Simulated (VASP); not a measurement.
A run of VASP 6.6.1 is set up as follows.

File INCAR:

```
SYSTEM = Hf
  PREC = Accurate
  ENCUT = 520
  EDIFF = 1E-6
  ISMEAR = 0
  SIGMA = 0.05
  LREAL = .FALSE.
  LASPH = .TRUE.
  NELM = 60
  ALGO = Fast
  ISIF = 2
  LWAVE = .FALSE.
  LCHARG = .FALSE.
  GGA = PE
  NBANDS = 11
```

Contents of KPOINTS:

```
Automatic mesh
0
G
  14 14 14
  0 0 0
```

Contents of POSCAR:

```
Hf
1.0
    0.0000000000      2.3591020236      2.3591020236
    2.3591020236      0.0000000000      2.3591020236
    2.3591020236      2.3591020236      0.0000000000
Hf
1
Direct
    0.0000000000      0.0000000000      0.0000000000
```

Potentials or basis: VASP PAW PBE potentials, release 64 (Hf_pv).

The run is started by

```bash
$ cat potpaw_PBE.64/Hf_pv/POTCAR > POTCAR
$ mpirun -np 1 vasp_std > vasp.out
```

(1) Predict the pressure.

(2) Estimate the band gap on the k mesh.

Results:

(1) -12.3 GPa.

(2) zero (band 5 reaches 4.99 eV, above the bottom of band 6 at 3.25 eV).

Caveat: spin-orbit coupling is left out, which moves the levels of the heavy elements.
